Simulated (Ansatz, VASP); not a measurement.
# Two plane-wave programs on Ir

```xyz
1
Lattice="0.0000 1.9150 1.9150 1.9150 0.0000 1.9150 1.9150 1.9150 0.0000" Properties=species:S:1:pos:R:3 pbc="T T T"
Ir    0.0000    0.0000    0.0000
```

Alike in both runs: task single point; functional PBEsol; k mesh 6 × 6 × 6; occupations gaussian, width 0.1 eV; no spin polarisation.

```csv
,VASP,Ansatz
version,VASP 6.6.1,Ansatz 0.2.0
potentials or method,"VASP PAW PBE potentials, release 64 (Ir), cutoff 500 eV","scalar-relativistic, plane waves, PAW"
valence electrons in the cell,9,17
```

|  | VASP | Ansatz | Ansatz less VASP |
| --- | --- | --- | --- |
| gap on the k mesh at the Fermi level (eV) | none | none | - |
| pressure (GPa) | 1.9 | 0.9 | -0.98 |

VASP's potentials were made for PBE, not for PBEsol, and Ansatz warns of the same on its side. A gap of «none» marks a metal or a gap that the smearing closes. VASP's potentials hold 9 valence electrons a cell and Ansatz's 17, so a difference there can come from the potentials and not from the codes.

The k mesh is coarse, so the values compare programs but aren't converged. Neither program's run includes spin-orbit coupling.
